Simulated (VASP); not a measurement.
A run of VASP 6.6.1 is set up as follows.

INCAR

```
ALGO = Normal
EDIFF = 1E-6
ENCUT = 520
ISIF = 2
ISMEAR = 0
LASPH = T
LCHARG = T
LELF = T
LREAL = F
LVHAR = T
LWAVE = F
NBANDS = 28
NELM = 60
PREC = Accurate
SIGMA = 0.05
```

File KPOINTS:

```
k-points
0
Gamma
  6 6 6
```

Contents of POSCAR:

```
Ca3SbP
1.0
    5.2080295048      0.0000000000      0.0000000000
    0.0000000000      5.2080295048      0.0000000000
    0.0000000000      0.0000000000      5.2080295048
Ca Sb P
3 1 1
Direct
   -0.0086120789      0.5000000000      0.5000000000
    0.4657248486      0.0000000000      0.5000000000
    0.4657248486      0.5000000000      0.0000000000
    0.0263291015      0.0000000000      0.0000000000
    0.4963415017      0.5000000000      0.5000000000
```

Potentials or basis: VASP PAW LDA potentials, release 64 (Ca_sv, Sb, P).

Command:

```bash
$ cat potpaw_LDA.64/Ca_sv/POTCAR potpaw_LDA.64/Sb/POTCAR potpaw_LDA.64/P/POTCAR > POTCAR
$ mpirun -np 1 vasp_std > vasp.out
```

Predict the largest force.

0.052 eV/Å.

Estimate the band gap on the k mesh.

0.65 eV.

Stress tensor (GPa, compression positive):
```
2.18 0.00 0.00
0.00 1.39 0.00
0.00 0.00 1.39
```

Caveat: the cell differs from its parent crystal (atoms displaced along a vibrational mode, the cell strained); semilocal functionals underestimate gaps, and a narrow one can read as zero; spin-orbit coupling is left out, which moves the levels of the heavy elements. A k mesh can miss the band edges.
